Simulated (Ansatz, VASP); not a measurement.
## One calculation of LiCl, two programs

The input POSCAR:

```
LiCl
1.0
    0.0000000000      2.5560369947      2.5560369947
    2.5560369947      0.0000000000      2.5560369947
    2.5560369947      2.5560369947      0.0000000000
Li Cl
1 1
Direct
    0.0000000000      0.0000000000      0.0000000000
    0.5000000000      0.5000000000      0.5000000000
```

INCAR.step1

```
ALGO = Normal ; EDIFF = 1E-4
ENCUT = 520 ; GGA = PE
ISMEAR = 0 ; LASPH = T
LCHARG = F ; LREAL = F
LWAVE = T ; NBANDS = 12
NELM = 60 ; PREC = Accurate
SIGMA = 0.01
```

The input INCAR.step2:

```
ALGO = Normal ; EDIFF = 1E-6
ENCUT = 520 ; ISIF = 2
ISMEAR = 0 ; ISTART = 1
LASPH = T ; LCHARG = F
LMIXTAU = T ; LREAL = F
LWAVE = F ; METAGGA = R2SCAN
NBANDS = 12 ; NELM = 60
PREC = Accurate ; SIGMA = 0.01
```

KPOINTS

```
k-points
0
Gamma
  8 8 8
```

Input for Ansatz:

```yaml
crystal:
  lattice:
    - [0.0, 2.5560369947, 2.5560369947]
    - [2.5560369947, 0.0, 2.5560369947]
    - [2.5560369947, 2.5560369947, 0.0]
  atoms:
    - { symbol: Li, position: [0.0, 0.0, 0.0] }
    - { symbol: Cl, position: [0.5, 0.5, 0.5] }
kpoints:
  mp_grid: { grid: [8, 8, 8] }
  band_path:
    path:
      - [0.0, 0.0, 0.0]
      - [0.5, 0.0, 0.5]
      - [0.625, 0.25, 0.625]
      - [0.375, 0.375, 0.75]
      - [0.5, 0.5, 0.5]
      - [0.5, 0.25, 0.75]
      - [-0.072917, 0.0, 0.072917]
    npoints: 1
hamiltonian:
  xc: r2scan
scf:
  occupations: { method: fixed }
  n_extra_bands: 4
output:
  forces: true
  stress: true
  eigenvalues: true
```

Alike in both runs: task single point; functional r2SCAN; k mesh 8 × 8 × 8; no spin polarisation.

|  | VASP | Ansatz |
| --- | --- | --- |
| version | VASP 6.6.1 | Ansatz 0.2.0 |
| potentials or method | VASP PAW PBE potentials, release 64 (Li_sv, Cl) | plane waves, PAW |
| plane-wave cutoff (eV) | 520 | 500 |
| occupations | gaussian, width 0.01 eV | fixed |
| valence electrons in the cell | 10 | 10 |

Ansatz gave:

| Item | Value |
| --- | --- |
| gap on the k mesh at the Fermi level (eV) | 7.29 |

Estimate VASP's values.

gap on the k mesh at the Fermi level (eV): 7.36.

VASP's potentials were made for PBE, not for r2SCAN.

Noted on VASP's run: the cutoff is short for stress, so the pressure is rough.
